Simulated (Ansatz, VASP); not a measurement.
## One calculation of BiTe, two programs

```
CELL_PARAMETERS angstrom
0.00000 3.19128 3.19128
3.19128 0.00000 3.19128
3.19128 3.19128 0.00000
ATOMIC_POSITIONS crystal
Bi 0.00000 0.00000 0.00000
Te 0.50000 0.50000 0.50000
```

Change from the starting cell: volume scaled by 0.96, ions relaxed.

Alike in both runs: functional PBE; k mesh 13 × 13 × 13; occupations fermi-dirac, width 0.05 eV; no spin polarisation.

Ansatz relaxed the structure, and its values are those at the end. VASP's run is a single point on that final structure, the one shown.

```csv
,VASP,Ansatz
version,VASP 6.6.1,Ansatz 0.2.0
potentials or method,"VASP PAW PBE potentials, release 64 (Bi_d, Te)","plane-wave PAW, scalar-relativistic"
plane-wave cutoff (eV),520,420
valence electrons in the cell,21,31
```

|  | VASP | Ansatz | Ansatz less VASP |
| --- | --- | --- | --- |
| pressure (GPa) | 3.0 | 3.0 | +0.05 |

With one functional, cell and mesh, what is left measures potentials, basis and numerics. VASP's potentials hold 21 valence electrons a cell and Ansatz's 31, so a difference there can come from the potentials and not from the codes. Ansatz's warnings: stress scf threshold loose.

Neither program's run includes spin-orbit coupling.
